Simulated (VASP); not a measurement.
# AlN (P1) in VASP: a series of runs

The runs below take AlN through single point, with PBE.

Everything below comes from runs of VASP 6.6.1. Logs are shortened: lines on timing, memory, paths and dates and some standing lists are left out, and cuts for length are marked.

## Step 1: The cell of the first run

The typed cell holds 4 atoms: a = 3.130 Å, b = 3.130 Å, c = 5.018 Å, α = 90.00°, β = 90.00°, γ = 120.00°.

## Step 2: Single point, PBE (atom 1 (Al) moved by (-0.225, +0.450) A along x and z)

The input, INCAR:

```
  PREC = Accurate
  ENCUT = 520
  EDIFF = 1E-6
  ISMEAR = 0
  SIGMA = 0.05
  LREAL = False
  LASPH = True
  NELM = 60
  ALGO = Normal
  ISIF = 2
  LWAVE = False
  LCHARG = False
  GGA = PE
  NBANDS = 16
```

The input, KPOINTS:

```
Automatic mesh
0
Gamma
  12 12 6
```

The input, POSCAR:

```
AlN
1.0
    3.1302395627      0.0000000000      0.0000000000
   -1.5651197814      2.7108669813      0.0000000000
    0.0000000000      0.0000000000      5.0179796546
Al N
2 2
Direct
    0.2614538508      0.6666666667      0.0914062433
    0.6666666667      0.3333333333      0.5017287175
    0.3333333333      0.6666666667      0.3832712825
    0.6666666667      0.3333333333      0.8832712825
```

Potentials or basis: VASP PAW PBE potentials, release 64 (Al, N).

Run with:

```
$ cat potpaw_PBE.64/Al/POTCAR potpaw_PBE.64/N/POTCAR > POTCAR
$ mpirun -np 1 vasp_std > vasp.out
```

OUTCAR:

```text
PREC = Accurate
   ENCUT = 520
   EDIFF = 1E-6
   ISMEAR = 0
   LREAL = False
   LASPH = True
   NELM = 60
   ISIF = 2
   GGA = PE

 ion  position               nearest neighbor table
   1  0.261  0.667  0.091-   3 1.48   4 1.92   4 2.10   4 2.26   2 2.62   2 2.75   2 2.87
   2  0.667  0.333  0.502-   3 1.90   3 1.90   3 1.90   4 1.91   1 2.62   1 2.75   1 2.87
   3  0.333  0.667  0.383-   1 1.48   2 1.90   2 1.90   2 1.90
   4  0.667  0.333  0.883-   2 1.91   1 1.92   1 2.10   1 2.26

  LATTYP: Found a hexagonal cell.
 ALAT       =     3.1302395627
 C/A-ratio  =     1.6030656932

  Lattice vectors:

 A1 = (   3.1302395627,   0.0000000000,   0.0000000000)
 A2 = (  -1.5651197814,   2.7108669813,   0.0000000000)
 A3 = (   0.0000000000,   0.0000000000,   5.0179796546)

Analysis of symmetry for initial positions (statically):
=====================================================================
 Subroutine PRICEL returns:
 Original cell was already a primitive cell.

 Routine SETGRP: Setting up the symmetry group for a
 hexagonal supercell.

 Subroutine GETGRP returns: Found  1 space group operations
 (whereof  1 operations were pure point group operations)
 out of a pool of 24 trial point group operations.

The static configuration has the point symmetry C_1 .

Analysis of symmetry for dynamics (positions and initial velocities):
=====================================================================
 Subroutine PRICEL returns:
 Original cell was already a primitive cell.

 Routine SETGRP: Setting up the symmetry group for a
 hexagonal supercell.

 Subroutine GETGRP returns: Found  1 space group operations
 (whereof  1 operations were pure point group operations)
 out of a pool of 24 trial point group operations.

The dynamic configuration has the point symmetry C_1 .

 Subroutine INISYM returns: Found  1 space group operations
 (whereof  1 operations are pure point group operations),
 and found     1 'primitive' translations

----------------------------------------------------------------------------------------

                                     Primitive cell

  volume of cell :      42.5809

  direct lattice vectors                    reciprocal lattice vectors
     3.130239563  0.000000000  0.000000000     0.319464367  0.184442838  0.000000000
    -1.565119781  2.710866981  0.000000000     0.000000000  0.368885676  0.000000000
     0.000000000  0.000000000  5.017979655     0.000000000  0.000000000  0.199283391

  length of vectors
     3.130239563  3.130239563  5.017979655     0.368885676  0.368885676  0.199283391

  position of ions in fractional coordinates (direct lattice)
     0.261453851  0.666666667  0.091406243
     0.666666667  0.333333333  0.501728718
     0.333333333  0.666666667  0.383271282
     0.666666667  0.333333333  0.883271282

  ion indices of the primitive-cell ions
   primitive index   ion index
                 1           1
                 2           2
                 3           3
                 4           4

----------------------------------------------------------------------------------------

 KPOINTS: Automatic mesh

Automatic generation of k-mesh.
 Grid dimensions read from file:
 generate k-points for:   12   12    6

 Generating k-lattice:

  Cartesian coordinates                     Fractional coordinates (reciprocal lattice)
     0.026622031  0.015370237  0.000000000     0.083333333 -0.000000000  0.000000000
     0.000000000  0.030740473  0.000000000     0.000000000  0.083333333  0.000000000
     0.000000000  0.000000000  0.033213898     0.000000000  0.000000000  0.166666667

  Length of vectors
     0.030740473  0.030740473  0.033213898

  Shift w.r.t. Gamma in fractional coordinates (k-lattice)
     0.000000000  0.000000000  0.000000000

 Subroutine IBZKPT returns following result:
 ===========================================

 Found    436 irreducible k-points:

 Following reciprocal coordinates:
            Coordinates               Weight
  0.000000  0.000000  0.000000      1.000000
  0.083333  0.000000  0.000000      2.000000
  0.000000  0.083333  0.000000      2.000000
 -0.083333  0.083333  0.000000      2.000000
  0.166667 -0.000000  0.000000      2.000000
  0.000000  0.166667  0.000000      2.000000
[... 16 lines left out ...]
  0.166667  0.083333  0.000000      2.000000
 -0.083333  0.250000  0.000000      2.000000
 [... further k-points ...]
   k-points           NKPTS =    436   k-points in BZ     NKDIM =    436   number of bands    NBANDS=     16
   number of dos      NEDOS =    301   number of ions     NIONS =      4
   total plane-waves  NPLWV =  23040
   dimension x,y,z NGX =    24 NGY =   24 NGZ =   40
   dimension x,y,z NGXF=    48 NGYF=   48 NGZF=   80
   ions per type =               2   2
   NGX,Y,Z   is equivalent  to a cutoff of  12.75, 12.75, 13.25 a.u.
   NGXF,Y,Z  is equivalent  to a cutoff of  25.49, 25.49, 26.50 a.u.
 SYSTEM =  unknown system
   PREC   = accura    normal or accurate (medium, high low for compatibility)
   ISTART =      0    job   : 0-new  1-cont  2-samecut
   ICHARG =      2    charge: 1-file 2-atom 10-const
   ISPIN  =      1    spin polarized calculation?
   LNONCOLLINEAR =      F non collinear calculations
   LSORBIT =      F    spin-orbit coupling
   LASPH  =      T    aspherical Exc in radial PAW
   ENCUT  =  520.0 eV  38.22 Ry    6.18 a.u.   5.82  5.82  9.33*2*pi/ulx,y,z
   NELM   =     60;   NELMIN=  2; NELMDL= -5     # of ELM steps
   EDIFF  = 0.1E-05   stopping-criterion for ELM
   LREAL  =      F    real-space projection
   EDIFFG = 0.1E-04   stopping-criterion for IOM
   NSW    =      0    number of steps for IOM
   IBRION =     -1    ionic relax: 0-MD 1-quasi-New 2-CG
   NFREE  =      0    steps in history (QN), initial steepest desc. (CG)
   ISIF   =      2    stress and relaxation
   ISYM   =      2    0-nonsym 1-usesym 2-fastsym
   POTIM  = 0.5000    time-step for ionic-motion
   TEBEG  =    0.0;   TEEND  =   0.0 temperature during run
   PSTRESS=    0.0 pullay stress
   NELECT =      16.0000    total number of electrons
   NUPDOWN=      -1.0000    fix difference up-down
   EMIN   =  10.00;   EMAX   =-10.00  energy-range for DOS
   EFERMI =   0.00;   METHOD = LEGACY
   ISMEAR =     0;   SIGMA  =   0.05  broadening in eV -4-tet -1-fermi 0-gaus
   EFERMI_NEDOS =   21; number of points for ismear=-14 and -15
   IALGO  =     38    algorithm
   IMIX   =      4    mixing-type and parameters
     AMIX     =   0.40;   BMIX     =  1.00
     AMIX_MAG =   1.60;   BMIX_MAG =  1.00
  volume/ion in A,a.u.               =      10.65        71.84
  Fermi-wavevector in a.u.,A,eV,Ry     =   1.181345  2.232418 18.987951  1.395575
  Thomas-Fermi vector in A             =   2.317620
   LORBIT       =      0    0 simple, 1 ext, 2 COOP (PROOUT), +10 PAW based schemes
   GGA     = PE    functional components
   LHFCALC =     F    Hartree Fock is set to
   AEXX    =    0.0000 exact exchange contribution
   IVDW    =     0    specifies the selected vdW correction
   LEPSILON=     F    determine dielectric tensor
   LRPA    =     F    only Hartree local field effects (RPA)
 non-spin polarized calculation
 Gauss-broadening in eV      SIGMA  =   0.05
  energy-cutoff  :      520.00
  volume of cell :       42.58
 maximum number of plane-waves:      1170
   NGX = 11   NGY = 11   NGZ = 19

 number of electron      15.9999998 magnetization

 Free energy of the ion-electron system (eV)
  ---------------------------------------------------
  ext. energy  EPLUGINS =         0.00000000
  ---------------------------------------------------
  free energy    TOTEN  =       -26.05893625 eV

  energy without entropy =      -26.05893625  energy(sigma->0) =      -26.05893625

 E-fermi :   8.0747     XC(G=0): -10.8084

 val. band max:        7.8474826433   @ k =   0.0000   0.0000   0.0000
 cond. band min:       8.7987146803   @ k =   0.0000   0.0000   0.0000
 fundamental gap:      0.9512320370
 Fermi energy:         8.0747016968

 k-point     1 :       0.0000    0.0000    0.0000
  band No.  band energies     occupation
      1     -10.3764      2.00000
      2      -6.1247      2.00000
      3      -0.3198      2.00000
      4       3.3300      2.00000
      5       3.3833      2.00000
      6       5.2965      2.00000
[... 8 lines left out ...]
     15      19.2998      0.00000
     16      19.6802      0.00000

 k-point     2 :       0.0833    0.0000    0.0000
  band No.  band energies     occupation
      1     -10.3004      2.00000
      2      -6.0704      2.00000
      3      -0.2200      2.00000
      4       2.9187      2.00000
      5       3.3098      2.00000
      6       5.2869      2.00000
[... 8 lines left out ...]
     15      18.9091      0.00000
     16      19.5063      0.00000

 k-point     3 :       0.0000    0.0833    0.0000
  band No.  band energies     occupation
      1     -10.3008      2.00000
      2      -6.0707      2.00000
      3      -0.2199      2.00000
      4       2.9527      2.00000
      5       3.2749      2.00000
      6       5.2882      2.00000
[... 8 lines left out ...]
     15      18.9870      0.00000
     16      19.4611      0.00000

 k-point     4 :      -0.0833    0.0833    0.0000
  band No.  band energies     occupation
      1     -10.3009      2.00000
      2      -6.0715      2.00000
      3      -0.2203      2.00000
      4       2.9509      2.00000
      5       3.2731      2.00000
      6       5.2883      2.00000
[... 8 lines left out ...]
     15      18.8588      0.00000
     16      19.4382      0.00000

 k-point     5 :       0.1667   -0.0000    0.0000
  band No.  band energies     occupation
      1     -10.0819      2.00000
      2      -5.9188      2.00000
      3       0.0724      2.00000
      4       1.9878      2.00000
      5       3.1160      2.00000
      6       5.1737      2.00000
[... 8 lines left out ...]
     15      18.1485      0.00000
     16      19.1455      0.00000

 k-point     6 :       0.0000    0.1667    0.0000
  band No.  band energies     occupation
      1     -10.0838      2.00000
      2      -5.9200      2.00000
      3       0.0728      2.00000
      4       2.0189      2.00000
      5       3.0834      2.00000
      6       5.1874      2.00000
[... 8 lines left out ...]
     15      18.2540      0.00000
     16      18.8833      0.00000
[... 267 lines left out ...]
 k-point    21 :      -0.0833    0.1667    0.0000
  band No.  band energies     occupation
      1     -10.1551      2.00000
      2      -5.9700      2.00000
      3      -0.0243      2.00000
      4       2.3335      2.00000
      5       3.0847      2.00000
      6       5.2393      2.00000
[... 8 lines left out ...]
     15      18.4375      0.00000
     16      19.2005      0.00000

 k-point    22 :      -0.1667    0.0833    0.0000
  band No.  band energies     occupation
      1     -10.1537      2.00000
      2      -5.9691      2.00000
      3      -0.0246      2.00000
      4       2.2934      2.00000
      5       3.1281      2.00000
      6       5.2316      2.00000
[... 8 lines left out ...]
     15      18.3627      0.00000
     16      19.3266      0.00000

 k-point    23 :       0.1667    0.0833    0.0000
  band No.  band energies     occupation
      1      -9.8789      2.00000
      2      -5.7829      2.00000
      3       0.3540      2.00000
      4       1.3801      2.00000
      5       2.8340      2.00000
      6       4.9401      2.00000
[... 8 lines left out ...]
     15      17.9139      0.00000
     16      18.9641      0.00000

 k-point    24 :      -0.0833    0.2500    0.0000
  band No.  band energies     occupation
      1      -9.8829      2.00000
      2      -5.7882      2.00000
      3       0.3533      2.00000
      4       1.4135      2.00000
      5       2.7859      2.00000
      6       5.0617      2.00000
[... 8 lines left out ...]
     15      18.0586      0.00000
     16      18.6087      0.00000

 [... further k-points ...]

------------------------ aborting loop because EDIFF is reached ----------------------------------------

  FORCE on cell =-STRESS in cart. coord.  units (eV):
  Direction    XX          YY          ZZ          XY          YZ          ZX
  --------------------------------------------------------------------------------------
  -------------------------------------------------------------------------------------
  Total        0.6677003      0.0245370     18.0594815      0.1481486      0.1542169      2.9110764
  in kB       25.1233468      0.9232463    679.5183368      5.5743402      5.8026689    109.5341405
  external PRESSURE =     235.1883100 kB  Pullay stress =       0.0000000 kB

 VOLUME and BASIS-vectors are now :
 -----------------------------------------------------------------------------
  energy-cutoff  :      520.00
  volume of cell :       42.58
      direct lattice vectors                 reciprocal lattice vectors
     3.130239563  0.000000000  0.000000000     0.319464367  0.184442838  0.000000000
    -1.565119781  2.710866981  0.000000000     0.000000000  0.368885676  0.000000000
     0.000000000  0.000000000  5.017979655     0.000000000  0.000000000  0.199283391

 POSITION                                       TOTAL-FORCE (eV/Angst)
 -----------------------------------------------------------------------------------
     -0.22500      1.80724      0.45867        -0.687091      0.450514    -21.050859
      1.56512      0.90362      2.51766        -0.287948     -0.088422      4.014710
     -0.00000      1.80724      1.92325         1.701335     -0.025566     14.311537
      1.56512      0.90362      4.43224        -0.726296     -0.336525      2.724612
 -----------------------------------------------------------------------------------
    total drift:                               -0.000198     -0.000094      0.002468

  FREE ENERGIE OF THE ION-ELECTRON SYSTEM (eV)
  ---------------------------------------------------
  free  energy   TOTEN  =       -26.0589362548 eV

  energy  without entropy=      -26.0589362548  energy(sigma->0) =      -26.05893625
```

Run time: 91 s. Hardware: 1 thread of Intel Xeon 6975P-C (Granite Rapids), shared host; peak memory 0.34 GiB.

What came out:

| Quantity | Value |
| --- | --- |
| Free energy | -26.0589 eV |
| Pressure | 23.5 GPa |
| Largest force | 21.067 eV/Å |
| Band gap on the k mesh | 0.95 eV |

Forces in eV/Å, atoms in the order of the input:
```
Al   -0.687   0.451 -21.051
Al   -0.288  -0.088   4.015
N     1.701  -0.026  14.312
N    -0.726  -0.337   2.725
```

Caveat: the cell differs from its parent crystal (atom 1 (Al) moved by (-0.225, +0.450) A along x and z); the cell stands under pressure; forces of over 1 eV/Å act on the atoms, so gaps and moduli don't describe the material at rest. A k mesh can miss the band edges.

(Part 1 of 2 ends here.)
